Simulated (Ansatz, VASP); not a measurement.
**One calculation of Ag, two programs**

```
Ag
1.0
     2.93557    0.00000    0.00000
    -1.46778    2.54228    0.00000
     0.00000    0.00000   29.36664
Ag
7
Direct
  0.00000 0.00000 0.25539
  0.66667 0.33333 0.33688
  0.33333 0.66667 0.41836
  0.66667 0.33333 0.50000
  0.33333 0.66667 0.58148
  0.00000 0.00000 0.66297
  0.33333 0.66667 0.74461
```

Alike in both runs: task single point; functional PBEsol; k mesh 12 × 12 × 1; occupations gaussian, width 0.1 eV; no spin polarisation.

|  | VASP | Ansatz |
| --- | --- | --- |
| version | VASP 6.6.1 | Ansatz 0.2.0 |
| potentials or method | VASP PAW PBE potentials, release 64 (Ag), cutoff 520 eV | scalar-relativistic, plane waves, PAW |
| valence electrons in the cell | 77 | 133 |

VASP gave:

| Property | Result |
| --- | --- |
| gap on the k mesh at the Fermi level (eV) | none |
| rms of the force components (eV/Å) | 0.101 |

**Question.** What did Ansatz give for the same quantities?

**Answer.** gap on the k mesh at the Fermi level (eV): none; rms of the force components (eV/Å): 0.100.

VASP's potentials were made for PBE, not for PBEsol. Atom by atom the forces differ by 0.001 eV/Å (rms over components). A gap of «none» marks a metal or a gap that the smearing closes. VASP's potentials hold 77 valence electrons a cell and Ansatz's 133, so a difference there can come from the potentials and not from the codes. Ansatz's warnings: xc potential rough in thin density.
